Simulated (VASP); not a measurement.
# LiF (P3_121) in VASP: notebook

Aim: see how the results for LiF move with the level of theory and the settings. Levels: r2SCAN, PBE. Tasks: single point, relaxation of cell and atoms.

Program: VASP 6.6.1. These are calculated values, not measurements. Logs are shortened: lines on timing, memory, paths and dates and some standing lists are left out, and cuts for length are marked.

## Step 1: The cell of the first run

It takes space group P3_121 (No. 152, trigonal). The conventional cell has a = 4.895 Å, b = 4.895 Å, c = 2.927 Å, α = 90.00°, β = 90.00°, γ = 120.00°. Li (site symmetry 2) has 4 F at 1.89 to 1.93 Å within 2.5 Å. Within 2.5 Å of F (site symmetry 2) lie 4 Li at 1.89 to 1.93 Å.

## Step 2: Single point, r2SCAN

POSCAR reads:

```
LiF
1.0
    4.8953675173      0.0000000000      0.0000000000
   -2.4476837587      4.2395126308      0.0000000000
    0.0000000000      0.0000000000      2.9266947327
Li F
3 3
Direct
    0.6218054410      0.6218054410      0.0000000000
    0.3781945590      0.0000000000      0.3333333333
    0.0000000000      0.3781945590      0.6666666667
    0.0000000000      0.6336921829      0.1666666667
    0.3663078171      0.3663078171      0.5000000000
    0.6336921829      0.0000000000      0.8333333333
```

INCAR.step1 reads:

```
PREC = Accurate ; ENCUT = 520
ISMEAR = 0 ; SIGMA = 0.02
LREAL = F ; LASPH = T
NELM = 60 ; NBANDS = 24
GGA = PE ; ALGO = Normal
EDIFF = 1E-4 ; LWAVE = T
LCHARG = F
```

INCAR.step2 reads:

```
PREC = Accurate ; ENCUT = 520
EDIFF = 1E-7 ; ISMEAR = 0
SIGMA = 0.02 ; LREAL = F
LASPH = T ; NELM = 60
ALGO = Normal ; ISIF = 2
LWAVE = F ; LCHARG = F
METAGGA = R2SCAN ; LMIXTAU = T
NBANDS = 24 ; ISTART = 1
```

KPOINTS reads:

```
regular mesh
0
Gamma
  6 6 8
```

Potentials or basis: VASP PAW PBE potentials, release 64 (Li_sv, F).

Command:

```bash
> cat potpaw_PBE.64/Li_sv/POTCAR potpaw_PBE.64/F/POTCAR > POTCAR
> cp INCAR.step1 INCAR
> mpirun -np 1 vasp_std > vasp.out
> cp INCAR.step2 INCAR
> mpirun -np 1 vasp_std > vasp.out
```

OUTCAR:

```text
PREC = Accurate
   ENCUT = 520
   EDIFF = 1E-7
   ISMEAR = 0
   LREAL = F
   LASPH = T
   NELM = 60
   ISIF = 2
   METAGGA = R2SCAN
   ISTART = 1

 ion  position               nearest neighbor table
   1  0.622  0.622  0.000-   6 1.89   4 1.89   5 1.93   5 1.93
   2  0.378  0.000  0.333-   4 1.89   5 1.89   6 1.93   6 1.93
   3  0.000  0.378  0.667-   6 1.89   5 1.89   4 1.93   4 1.93
   4  0.000  0.634  0.167-   2 1.89   1 1.89   3 1.93   3 1.93
   5  0.366  0.366  0.500-   2 1.89   3 1.89   1 1.93   1 1.93
   6  0.634  0.000  0.833-   3 1.89   1 1.89   2 1.93   2 1.93

  LATTYP: Found a hexagonal cell.
 ALAT       =     4.8953675173
 C/A-ratio  =     0.5978498493

  Lattice vectors:

 A1 = (   4.8953675173,   0.0000000000,   0.0000000000)
 A2 = (  -2.4476837587,   4.2395126308,   0.0000000000)
 A3 = (   0.0000000000,   0.0000000000,   2.9266947327)

Analysis of symmetry for initial positions (statically):
=====================================================================
 Subroutine PRICEL returns:
 Original cell was already a primitive cell.

 Routine SETGRP: Setting up the symmetry group for a
 hexagonal supercell.

 Subroutine GETGRP returns: Found  6 space group operations
 (whereof  2 operations were pure point group operations)
 out of a pool of 24 trial point group operations.

The static configuration has the point symmetry C_2 .
 The point group associated with its full space group is D_3 .

Analysis of symmetry for dynamics (positions and initial velocities):
=====================================================================
 Subroutine PRICEL returns:
 Original cell was already a primitive cell.

 Routine SETGRP: Setting up the symmetry group for a
 hexagonal supercell.

 Subroutine GETGRP returns: Found  6 space group operations
 (whereof  2 operations were pure point group operations)
 out of a pool of 24 trial point group operations.

The dynamic configuration has the point symmetry C_2 .
 The point group associated with its full space group is D_3 .

 Subroutine INISYM returns: Found  6 space group operations
 (whereof  2 operations are pure point group operations),
 and found     1 'primitive' translations

----------------------------------------------------------------------------------------

                                     Primitive cell

  volume of cell :      60.7405

  direct lattice vectors                    reciprocal lattice vectors
     4.895367517  0.000000000  0.000000000     0.204274755  0.117938085  0.000000000
    -2.447683759  4.239512631  0.000000000     0.000000000  0.235876170  0.000000000
     0.000000000  0.000000000  2.926694733     0.000000000  0.000000000  0.341682373

  length of vectors
     4.895367517  4.895367517  2.926694733     0.235876170  0.235876170  0.341682373

  position of ions in fractional coordinates (direct lattice)
     0.621805441  0.621805441  0.000000000
     0.378194559  0.000000000  0.333333333
     0.000000000  0.378194559  0.666666667
     0.000000000  0.633692183  0.166666667
     0.366307817  0.366307817  0.500000000
     0.633692183  0.000000000  0.833333333

  ion indices of the primitive-cell ions
   primitive index   ion index
                 1           1
                 2           2
                 3           3
                 4           4
                 5           5
                 6           6

----------------------------------------------------------------------------------------

 KPOINTS: regular mesh

Automatic generation of k-mesh.
 Grid dimensions read from file:
 generate k-points for:    6    6    8

 Generating k-lattice:

  Cartesian coordinates                     Fractional coordinates (reciprocal lattice)
     0.034045792  0.019656347  0.000000000     0.166666667 -0.000000000  0.000000000
     0.000000000  0.039312695  0.000000000     0.000000000  0.166666667  0.000000000
     0.000000000  0.000000000  0.042710297     0.000000000  0.000000000  0.125000000

  Length of vectors
     0.039312695  0.039312695  0.042710297

  Shift w.r.t. Gamma in fractional coordinates (k-lattice)
     0.000000000  0.000000000  0.000000000

 Subroutine IBZKPT returns following result:
 ===========================================

 Found     44 irreducible k-points:

 Following reciprocal coordinates:
            Coordinates               Weight
  0.000000  0.000000  0.000000      1.000000
  0.166667 -0.000000  0.000000      6.000000
  0.333333 -0.000000  0.000000      6.000000
  0.500000  0.000000  0.000000      3.000000
  0.166667  0.166667  0.000000      6.000000
  0.333333  0.166667  0.000000     12.000000
[... 16 lines left out ...]
  0.500000  0.000000  0.250000      6.000000
  0.166667  0.166667  0.250000     12.000000
 [... further k-points ...]
   k-points           NKPTS =     44   k-points in BZ     NKDIM =     44   number of bands    NBANDS=     24
   number of dos      NEDOS =    301   number of ions     NIONS =      6
   total plane-waves  NPLWV =  31104
   dimension x,y,z NGX =    36 NGY =   36 NGZ =   24
   dimension x,y,z NGXF=    72 NGYF=   72 NGZF=   48
   ions per type =               3   3
   NGX,Y,Z   is equivalent  to a cutoff of  12.23, 12.23, 13.63 a.u.
   NGXF,Y,Z  is equivalent  to a cutoff of  24.45, 24.45, 27.27 a.u.
 SYSTEM =  unknown system
   PREC   = accura    normal or accurate (medium, high low for compatibility)
   ISTART =      1    job   : 0-new  1-cont  2-samecut
   ICHARG =      0    charge: 1-file 2-atom 10-const
   ISPIN  =      1    spin polarized calculation?
   LNONCOLLINEAR =      F non collinear calculations
   LSORBIT =      F    spin-orbit coupling
   LASPH  =      T    aspherical Exc in radial PAW
   ENCUT  =  520.0 eV  38.22 Ry    6.18 a.u.   9.10  9.10  5.44*2*pi/ulx,y,z
   NELM   =     60;   NELMIN=  2; NELMDL=  0     # of ELM steps
   EDIFF  = 0.1E-06   stopping-criterion for ELM
   LREAL  =      F    real-space projection
   EDIFFG = 0.1E-05   stopping-criterion for IOM
   NSW    =      0    number of steps for IOM
   IBRION =     -1    ionic relax: 0-MD 1-quasi-New 2-CG
   NFREE  =      0    steps in history (QN), initial steepest desc. (CG)
   ISIF   =      2    stress and relaxation
   ISYM   =      2    0-nonsym 1-usesym 2-fastsym
   POTIM  = 0.5000    time-step for ionic-motion
   TEBEG  =    0.0;   TEEND  =   0.0 temperature during run
   PSTRESS=    0.0 pullay stress
   NELECT =      30.0000    total number of electrons
   NUPDOWN=      -1.0000    fix difference up-down
   EMIN   =  10.00;   EMAX   =-10.00  energy-range for DOS
   EFERMI =   0.00;   METHOD = LEGACY
   ISMEAR =     0;   SIGMA  =   0.02  broadening in eV -4-tet -1-fermi 0-gaus
   EFERMI_NEDOS =   21; number of points for ismear=-14 and -15
   IALGO  =     38    algorithm
   IMIX   =      4    mixing-type and parameters
     AMIX     =   0.40;   BMIX     =  1.00
     AMIX_MAG =   1.60;   BMIX_MAG =  1.00
  volume/ion in A,a.u.               =      10.12        68.32
  Fermi-wavevector in a.u.,A,eV,Ry     =   1.294064  2.445426 22.784332  1.674601
  Thomas-Fermi vector in A             =   2.425670
   LORBIT       =      0    0 simple, 1 ext, 2 COOP (PROOUT), +10 PAW based schemes
   METAGGA = R2SCAN    functional components
   LHFCALC =     F    Hartree Fock is set to
   AEXX    =    0.0000 exact exchange contribution
   IVDW    =     0    specifies the selected vdW correction
   LEPSILON=     F    determine dielectric tensor
   LRPA    =     F    only Hartree local field effects (RPA)
 non-spin polarized calculation
 Gauss-broadening in eV      SIGMA  =   0.02
  energy-cutoff  :      520.00
  volume of cell :       60.74
 maximum number of plane-waves:      1662
   NGX = 19   NGY = 19   NGZ = 11

 number of electron      29.9999974 magnetization

 Free energy of the ion-electron system (eV)
  ---------------------------------------------------
  ext. energy  EPLUGINS =         0.00000000
  ---------------------------------------------------
  free energy    TOTEN  =       -35.18987435 eV

  energy without entropy =      -35.18987435  energy(sigma->0) =      -35.18987435

 E-fermi :  -2.9003     XC(G=0):  -9.2787

 val. band max:       -3.0234735169   @ k =   0.0000   0.0000   0.0000
 cond. band min:       5.3904664975   @ k =   0.0000   0.0000   0.0000
 fundamental gap:      8.4139400144
 Fermi energy:        -2.9002787193

 k-point     1 :       0.0000    0.0000    0.0000
  band No.  band energies     occupation
      1     -44.9782      2.00000
      2     -44.9359      2.00000
      3     -44.9358      2.00000
      4     -23.6232      2.00000
      5     -23.3832      2.00000
      6     -23.3832      2.00000
[... 16 lines left out ...]
     23      18.4340      0.00000
     24      18.4343      0.00000

 k-point     2 :       0.1667   -0.0000    0.0000
  band No.  band energies     occupation
      1     -44.9751      2.00000
      2     -44.9381      2.00000
      3     -44.9365      2.00000
      4     -23.6080      2.00000
      5     -23.3976      2.00000
      6     -23.3861      2.00000
[... 16 lines left out ...]
     23      18.1311      0.00000
     24      18.5596      0.00000

 k-point     3 :       0.3333   -0.0000    0.0000
  band No.  band energies     occupation
      1     -44.9674      2.00000
      2     -44.9444      2.00000
      3     -44.9379      2.00000
      4     -23.5693      2.00000
      5     -23.4359      2.00000
      6     -23.3918      2.00000
[... 16 lines left out ...]
     23      17.2988      0.00000
     24      18.2933      0.00000
[... 514 lines left out ...]
 k-point    23 :       0.5000    0.0000    0.2500
  band No.  band energies     occupation
      1     -44.9515      2.00000
      2     -44.9433      2.00000
      3     -44.9342      2.00000
      4     -23.4799      2.00000
      5     -23.4063      2.00000
      6     -23.3262      2.00000
[... 16 lines left out ...]
     23      15.9185      0.00000
     24      16.9590      0.00000

 k-point    24 :       0.1667    0.1667    0.2500
  band No.  band energies     occupation
      1     -44.9584      2.00000
      2     -44.9388      2.00000
      3     -44.9318      2.00000
      4     -23.5076      2.00000
      5     -23.3993      2.00000
      6     -23.3020      2.00000
[... 16 lines left out ...]
     23      16.0319      0.00000
     24      16.7034      0.00000

 [... further k-points ...]

------------------------ aborting loop because EDIFF is reached ----------------------------------------

  FORCE on cell =-STRESS in cart. coord.  units (eV):
  Direction    XX          YY          ZZ          XY          YZ          ZX
  --------------------------------------------------------------------------------------
  -------------------------------------------------------------------------------------
  Total       -1.1621677     -1.1621677     -1.2074823      0.0000000      0.0000000      0.0000000
  in kB      -30.6549571    -30.6549571    -31.8502402      0.0000000      0.0000000      0.0000000
  external PRESSURE =     -31.0533848 kB  Pullay stress =       0.0000000 kB

 VOLUME and BASIS-vectors are now :
 -----------------------------------------------------------------------------
  energy-cutoff  :      520.00
  volume of cell :       60.74
      direct lattice vectors                 reciprocal lattice vectors
     4.895367517  0.000000000  0.000000000     0.204274755  0.117938085  0.000000000
    -2.447683759  4.239512631  0.000000000     0.000000000  0.235876170  0.000000000
     0.000000000  0.000000000  2.926694733     0.000000000  0.000000000  0.341682373

 POSITION                                       TOTAL-FORCE (eV/Angst)
 -----------------------------------------------------------------------------------
      1.52198      2.63615      0.00000        -0.026655     -0.046167     -0.000000
      1.85140      0.00000      0.97556         0.053310      0.000000      0.000000
     -0.92570      1.60336      1.95113        -0.026655      0.046167     -0.000000
     -1.55108      2.68655      0.48778         0.018628     -0.032264     -0.000000
      0.89661      1.55297      1.46335         0.018628      0.032264     -0.000000
      3.10216      0.00000      2.43891        -0.037256      0.000000     -0.000000
 -----------------------------------------------------------------------------------
    total drift:                                0.000004      0.000008     -0.000000

  FREE ENERGIE OF THE ION-ELECTRON SYSTEM (eV)
  ---------------------------------------------------
  free  energy   TOTEN  =       -35.1898743542 eV

  energy  without entropy=      -35.1898743542  energy(sigma->0) =      -35.18987435
```

Run time: 81 s. Hardware: 1 thread of Intel Xeon 6975P-C (Granite Rapids), shared host; peak memory 0.19 GiB.

Results:

| Quantity | Value |
| --- | --- |
| Free energy | -35.1899 eV |
| Largest force | 0.053 eV/Å |
| Band gap on the k mesh | 8.41 eV |

Forces in eV/Å, atoms in the order of the input:
```
Li  -0.027 -0.046  0.000
Li   0.053  0.000  0.000
Li  -0.027  0.046  0.000
F    0.019 -0.032  0.000
F    0.019  0.032  0.000
F   -0.037  0.000  0.000
```

Caveat: the cutoff is under 1.25 times the usual one of these potentials, so pressure, stress and relaxed cells hold a basis-set (Pulay) error; the PAW data sets were made with another functional, which shifts forces and pressure a little. A k mesh can miss the band edges.

(Continued in part 2 of 2.)
